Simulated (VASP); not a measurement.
# TbPIr2 in VASP: notebook, part 2 of 2

VASP 6.6.1.

## Step 5: Relaxation of cell and atoms, PBE

INCAR

```
SYSTEM = TbPIr2
PREC     = Accurate       ! precision mode
ENCUT    = 500            ! plane-wave cutoff, eV
EDIFF    = 1E-7           ! SCF threshold, eV
ISMEAR   = 0              ! smearing method
SIGMA    = 0.1            ! smearing width, eV
LREAL    = .FALSE.        ! projectors in reciprocal space
LASPH    = .TRUE.         ! aspherical terms in the spheres
NELM     = 200            ! most SCF steps
ALGO     = Normal         ! electronic algorithm
ISIF     = 3              ! what is computed and relaxed
LWAVE    = .FALSE.        ! write WAVECAR
LCHARG   = .FALSE.        ! write CHGCAR
GGA      = PE             ! functional
IBRION   = 2              ! ionic algorithm
NSW      = 100            ! ionic steps
EDIFFG   = -0.01          ! ionic threshold
GGA_COMPAT= .FALSE.      
NELMIN   = 4            
LMAXMIX  = 6              ! l up to which the mixer works
```

KPOINTS

```
regular mesh
0
G
  16 16 6
  0 0 0
```

POSCAR

```
TbPIr2
1.0
    2.8502626336      0.0000000000      0.0000000000
    0.0000000000      2.8502626336      0.0000000000
    0.0000000000      0.0000000000      9.7603026109
Tb P Ir
1 1 2
Direct
    0.5000000000      0.5000000000      0.0000000000
    0.5000000000      0.5000000000      0.5000000000
    0.5000000000      0.5000000000      0.2802279995
    0.5000000000      0.5000000000      0.7197720005
```

Potentials or basis: VASP PAW PBE potentials, release 64 (Tb_3, P, Ir), 4f in core.

The run is started by

```console
> cat potpaw_PBE.64/Tb_3/POTCAR potpaw_PBE.64/P/POTCAR potpaw_PBE.64/Ir/POTCAR > POTCAR
> mpirun -np 1 vasp_std > vasp.out
```

OUTCAR:

```text
SYSTEM = TbPIr2
   PREC = Accurate
   ENCUT = 500
   EDIFF = 1E-7
   ISMEAR = 0
   LREAL = .FALSE.
   LASPH = .TRUE.
   NELM = 200
   ISIF = 3
   GGA = PE
   IBRION = 2
   NSW = 100
   EDIFFG = -0.01
   NELMIN = 4

 ion  position               nearest neighbor table
   1  0.500  0.500  0.000-   3 2.74   4 2.74
   2  0.500  0.500  0.500-   3 2.15   4 2.15
   3  0.500  0.500  0.280-   2 2.15   1 2.74
   4  0.500  0.500  0.720-   2 2.15   1 2.74

  LATTYP: Found a simple tetragonal cell.
 ALAT       =     2.8502626336
 C/A-ratio  =     3.4243520214

  Lattice vectors:

 A1 = (   2.8502626336,   0.0000000000,   0.0000000000)
 A2 = (   0.0000000000,   2.8502626336,   0.0000000000)
 A3 = (   0.0000000000,   0.0000000000,   9.7603026109)

Analysis of symmetry for initial positions (statically):
=====================================================================
 Subroutine PRICEL returns:
 Original cell was already a primitive cell.

 Routine SETGRP: Setting up the symmetry group for a
 simple tetragonal supercell.

 Subroutine GETGRP returns: Found 16 space group operations
 (whereof 16 operations were pure point group operations)
 out of a pool of 16 trial point group operations.

The static configuration has the point symmetry D_4h.

Analysis of symmetry for dynamics (positions and initial velocities):
=====================================================================
 Subroutine PRICEL returns:
 Original cell was already a primitive cell.

 Routine SETGRP: Setting up the symmetry group for a
 simple tetragonal supercell.

 Subroutine GETGRP returns: Found 16 space group operations
 (whereof 16 operations were pure point group operations)
 out of a pool of 16 trial point group operations.

The dynamic configuration has the point symmetry D_4h.

 Subroutine INISYM returns: Found 16 space group operations
 (whereof 16 operations are pure point group operations),
 and found     1 'primitive' translations

----------------------------------------------------------------------------------------

                                     Primitive cell

  volume of cell :      79.2927

  direct lattice vectors                    reciprocal lattice vectors
     2.850262634  0.000000000  0.000000000     0.350844862  0.000000000  0.000000000
     0.000000000  2.850262634  0.000000000     0.000000000  0.350844862  0.000000000
     0.000000000  0.000000000  9.760302611     0.000000000  0.000000000  0.102455840

  length of vectors
     2.850262634  2.850262634  9.760302611     0.350844862  0.350844862  0.102455840

  position of ions in fractional coordinates (direct lattice)
     0.500000000  0.500000000  0.000000000
     0.500000000  0.500000000  0.500000000
     0.500000000  0.500000000  0.280227999
     0.500000000  0.500000000  0.719772001

  ion indices of the primitive-cell ions
   primitive index   ion index
                 1           1
                 2           2
                 3           3
                 4           4

[... 50 lines left out ...]
  0.437500  0.125000  0.000000      8.000000
  0.500000  0.125000  0.000000      4.000000
 [... further k-points ...]
   k-points           NKPTS =    180   k-points in BZ     NKDIM =    180   number of bands    NBANDS=     20
   number of dos      NEDOS =    301   number of ions     NIONS =      4
   total plane-waves  NPLWV =  41472
   dimension x,y,z NGX =    24 NGY =   24 NGZ =   72
   dimension x,y,z NGXF=    48 NGYF=   48 NGZF=  144
   ions per type =               1   1   2
   NGX,Y,Z   is equivalent  to a cutoff of  14.00, 14.00, 12.26 a.u.
   NGXF,Y,Z  is equivalent  to a cutoff of  28.00, 28.00, 24.53 a.u.
 SYSTEM =  TbPIr2
   PREC   = accura    normal or accurate (medium, high low for compatibility)
   ISTART =      0    job   : 0-new  1-cont  2-samecut
   ICHARG =      2    charge: 1-file 2-atom 10-const
   ISPIN  =      1    spin polarized calculation?
   LNONCOLLINEAR =      F non collinear calculations
   LSORBIT =      F    spin-orbit coupling
   LASPH  =      T    aspherical Exc in radial PAW
   ENCUT  =  500.0 eV  36.75 Ry    6.06 a.u.   5.20  5.20 17.80*2*pi/ulx,y,z
   NELM   =    200;   NELMIN=  4; NELMDL= -5     # of ELM steps
   EDIFF  = 0.1E-06   stopping-criterion for ELM
   LREAL  =      F    real-space projection
   EDIFFG = -.1E-01   stopping-criterion for IOM
   NSW    =    100    number of steps for IOM
   IBRION =      2    ionic relax: 0-MD 1-quasi-New 2-CG
   NFREE  =      1    steps in history (QN), initial steepest desc. (CG)
   ISIF   =      3    stress and relaxation
   ISYM   =      2    0-nonsym 1-usesym 2-fastsym
   POTIM  = 0.5000    time-step for ionic-motion
   TEBEG  =    0.0;   TEEND  =   0.0 temperature during run
   PSTRESS=    0.0 pullay stress
   NELECT =      32.0000    total number of electrons
   NUPDOWN=      -1.0000    fix difference up-down
   EMIN   =  10.00;   EMAX   =-10.00  energy-range for DOS
   EFERMI =   0.00;   METHOD = LEGACY
   ISMEAR =     0;   SIGMA  =   0.10  broadening in eV -4-tet -1-fermi 0-gaus
   EFERMI_NEDOS =   21; number of points for ismear=-14 and -15
   IALGO  =     38    algorithm
   IMIX   =      4    mixing-type and parameters
     AMIX     =   0.40;   BMIX     =  1.00
     AMIX_MAG =   1.60;   BMIX_MAG =  1.00
  volume/ion in A,a.u.               =      19.82       133.77
  Fermi-wavevector in a.u.,A,eV,Ry     =   1.209801  2.286192 19.913726  1.463618
  Thomas-Fermi vector in A             =   2.345367
   LORBIT       =      0    0 simple, 1 ext, 2 COOP (PROOUT), +10 PAW based schemes
   GGA     = PE    functional components
   LHFCALC =     F    Hartree Fock is set to
   AEXX    =    0.0000 exact exchange contribution
   IVDW    =     0    specifies the selected vdW correction
   LEPSILON=     F    determine dielectric tensor
   LRPA    =     F    only Hartree local field effects (RPA)
 conjugate gradient relaxation of ions
 non-spin polarized calculation
 Gauss-broadening in eV      SIGMA  =   0.10
  energy-cutoff  :      500.00
  volume of cell :       79.29
 maximum number of plane-waves:      2037
 NGX is ok and might be reduce to    24
   NGX = 11   NGY = 11   NGZ = 35

--------------------------------------- Ionic step        1  -------------------------------------------

 number of electron      32.0000001 magnetization

 Free energy of the ion-electron system (eV)
  ---------------------------------------------------
  ext. energy  EPLUGINS =         0.00000000
  ---------------------------------------------------
  free energy    TOTEN  =       -24.85055628 eV

  energy without entropy =      -24.83314422  energy(sigma->0) =      -24.84185025

------------------------ aborting loop because EDIFF is reached ----------------------------------------

  FORCE on cell =-STRESS in cart. coord.  units (eV):
  Direction    XX          YY          ZZ          XY          YZ          ZX
  --------------------------------------------------------------------------------------
  -------------------------------------------------------------------------------------
  Total       -0.0836134     -0.0836134      1.2714712      0.0000000      0.0000000     -0.0000000
  in kB       -1.6894814     -1.6894814     25.6911805      0.0000000      0.0000000     -0.0000000
  external PRESSURE =       7.4374059 kB  Pullay stress =       0.0000000 kB
[... 177 lines left out ...]
--------------------------------------- Ionic step        6  -------------------------------------------

 number of electron      31.9999998 magnetization

 Free energy of the ion-electron system (eV)
  ---------------------------------------------------
  ext. energy  EPLUGINS =         0.00000000
  ---------------------------------------------------
  free energy    TOTEN  =       -24.85671179 eV

  energy without entropy =      -24.83941617  energy(sigma->0) =      -24.84806398

 E-fermi :   5.7959     XC(G=0): -11.3881

 val. band max:        5.7932367099   @ k =   0.1875   0.0625   0.0000
 cond. band min:       5.8028715859   @ k =   0.1875   0.0625   0.5000
 fundamental gap:      0.0096348760
 Fermi energy:         5.7959177902

 k-point     1 :       0.0000    0.0000    0.0000
  band No.  band energies     occupation
      1     -16.6817      2.00000
      2     -15.3747      2.00000
      3     -15.3747      2.00000
      4      -7.3408      2.00000
      5      -1.2381      2.00000
      6       0.0722      2.00000
[... 541 lines left out ...]
     19       8.4798      0.00000
     20       8.7146      0.00000

 [... further k-points ...]

------------------------ aborting loop because EDIFF is reached ----------------------------------------

  FORCE on cell =-STRESS in cart. coord.  units (eV):
  Direction    XX          YY          ZZ          XY          YZ          ZX
  --------------------------------------------------------------------------------------
  -------------------------------------------------------------------------------------
  Total        0.0175037      0.0175037     -0.0120566      0.0000000     -0.0000000     -0.0000000
  in kB        0.3541012      0.3541012     -0.2439057      0.0000000     -0.0000000     -0.0000000
  external PRESSURE =       0.1547656 kB  Pullay stress =       0.0000000 kB
[... 19 lines left out ...]
  FREE ENERGIE OF THE ION-ELECTRON SYSTEM (eV)
  ---------------------------------------------------
  free  energy   TOTEN  =       -24.8567117881 eV

  energy  without entropy=      -24.8394161698  energy(sigma->0) =      -24.84806398

 reached required accuracy - stopping structural energy minimisation
```

Wall time 18 min (1 thread of AMD EPYC 7R13 (Zen 3), shared host); peak memory 0.4 GiB.

What came out:

| Item | Value |
| --- | --- |
| Free energy | -24.8567 eV |
| Relaxed volume | 19.80 Å³/atom |
| Relaxed cell | a = 2.844 Å, b = 2.844 Å, c = 9.795 Å, α = 90.00°, β = 90.00°, γ = 90.00° |
| Space group after relaxing (to 0.1 Å) | P4/mmm (No. 123) |
| Energy gained by relaxing | 1.5 meV/atom |
| Ionic steps | 6 |
| Pressure after relaxing | 0.0 GPa |
| Largest force after relaxing | 0.008 eV/Å |
| Band gap on the k mesh | zero (bands 16 and 17 overlap by 2.75 eV) |

Forces on the atoms (eV/Å):
```
Tb   0.000  0.000  0.000
P    0.000  0.000  0.000
Ir   0.000  0.000 -0.008
Ir   0.000  0.000  0.008
```

The path:
```csv
step,energy change (eV),largest force (eV/Å),pressure (GPa),volume (Å³)
1,0.0000,0.2884,0.74,79.29
2,0.0105,0.2115,-2.29,80.35
3,-0.0048,0.0905,-0.39,79.66
4,-0.0059,0.0449,-0.02,79.25
5,-0.0060,0.0329,0.08,79.15
6,-0.0062,0.0081,0.02,79.20
```

Final structure:
```
CELL_PARAMETERS angstrom
2.84355 0.00000 0.00000
0.00000 2.84355 0.00000
0.00000 0.00000 9.79469
ATOMIC_POSITIONS crystal
Tb 0.50000 0.50000 0.00000
P 0.50000 0.50000 0.50000
Ir 0.50000 0.50000 0.27887
Ir 0.50000 0.50000 0.72113
```

Levels at points of the mesh, in eV from the Fermi level:
| k point | band 14 | band 15 | band 16 | band 17 | band 18 | band 19 |
| --- | --- | --- | --- | --- | --- | --- |
| (0.00, 0.00, 0.00) | -1.07 | -1.07 | -0.88 | 0.19 | 0.64 | 0.65 |
| (0.50, 0.00, 0.00) | -0.96 | -0.94 | -0.78 | -0.05 | 2.38 | 2.47 |
| (0.50, 0.50, 0.00) | -0.74 | -0.74 | 1.06 | 1.06 | 1.86 | 1.87 |
| (0.00, 0.00, 0.50) | -1.09 | -0.96 | -0.96 | -0.88 | 0.64 | 0.65 |
| (0.50, 0.00, 0.50) | -0.70 | -0.41 | -0.28 | 0.23 | 0.57 | 1.05 |
| (0.50, 0.50, 0.50) | -1.52 | 0.50 | 1.87 | 1.87 | 2.25 | 2.28 |

Caveat: spin-orbit coupling is left out, which moves the levels of the heavy elements; the 4f electrons are frozen in the core, so they carry no moment and show no levels. Spin polarisation is off, so any magnetic state and its effect on volume and gap are missing.

## Step 6: The runs side by side

| task | spin | cell | k mesh | gap on the mesh (eV) | pressure (GPa) | largest force (eV/Å) |
| --- | --- | --- | --- | --- | --- | --- |
| single point | off | a = 2.850, b = 2.850, c = 9.760 Å, 4 atoms, atomic positions A | 6 × 6 × 2 | none | 0.7 | 0.14 |
| single point | collinear | a = 2.850, b = 2.850, c = 9.760 Å, 4 atoms, atomic positions A | 6 × 6 × 2 | none | 0.7 | 0.14 |
| single point | off | a = 2.841, b = 2.841, c = 9.773 Å, 4 atoms, atomic positions B | 16 × 16 × 6 | none | 0.7 | 0.13 |
| relaxation of cell and atoms | off | relaxed from a = 2.850, b = 2.850, c = 9.760 Å, 4 atoms, atomic positions A | 16 × 16 × 6 | none | 0.0 | 0.01 |

Alike in all rows: level PBE; potentials or basis VASP PAW PBE potentials, release 64 (Tb_3, P, Ir), 4f in core; cutoff (eV) 500; smearing gaussian 0.1 eV.

Caveats: some runs use coarse meshes; spin-orbit coupling is left out, which moves the levels of the heavy elements; the 4f electrons are frozen in the core, so they carry no moment and show no levels; the magnetic or orbital state may not be the lowest (at least some runs); the moments typed at the start vanished in this run (at least some runs).

Absolute energies hang on the potentials; compare differences alone.

The gap in the log of VASP goes by the Fermi energy; the results here count the filled bands.